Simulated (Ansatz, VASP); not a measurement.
## Ga4Se3S: VASP beside Ansatz

```
CELL_PARAMETERS angstrom
7.44794 -0.00187 0.00000
-1.86279 3.22645 0.00000
0.00000 0.00000 15.86086
ATOMIC_POSITIONS crystal
Ga 0.17099 0.67099 0.17136
Ga 0.66060 0.66060 0.17193
Ga 0.32901 0.32901 0.67136
Ga 0.83940 0.33940 0.67193
Ga 0.16795 0.66795 0.32561
Ga 0.66447 0.66447 0.32588
Ga 0.33205 0.33205 0.82561
Ga 0.83553 0.33553 0.82588
S 0.16720 0.66720 0.60581
S 0.33280 0.33280 0.10581
Se 0.66772 0.66772 0.59699
Se 0.83228 0.33228 0.09699
Se 0.16811 0.66811 0.90207
Se 0.66630 0.66630 0.90034
Se 0.33189 0.33189 0.40207
Se 0.83370 0.33370 0.40034
```

Alike in both runs: task single point; functional PBE; dispersion D3(BJ); k mesh 4 × 4 × 1; occupations gaussian, width 0.02 eV; no spin polarisation.

|  | VASP | Ansatz |
| --- | --- | --- |
| version | VASP 6.6.1 | Ansatz 0.2.0 |
| potentials or method | VASP PAW PBE potentials, release 64 (Ga_d, S, Se), cutoff 520 eV | scalar-relativistic, plane waves, PAW |
| valence electrons in the cell | 152 | 212 |

```tsv
	VASP	Ansatz	Ansatz less VASP
gap on the k mesh at the Fermi level (eV)	1.03	1.04	+0.009
least direct gap on the mesh (eV)	1.03	1.04	+0.009
pressure (GPa)	0.3	0.1	-0.12
rms of the force components (eV/Å)	0.011	0.009	-0.0024
```

VASP's potentials hold 152 valence electrons a cell and Ansatz's 212, so a difference there can come from the potentials and not from the codes.

The k mesh is coarse, so the values compare programs but aren't converged.
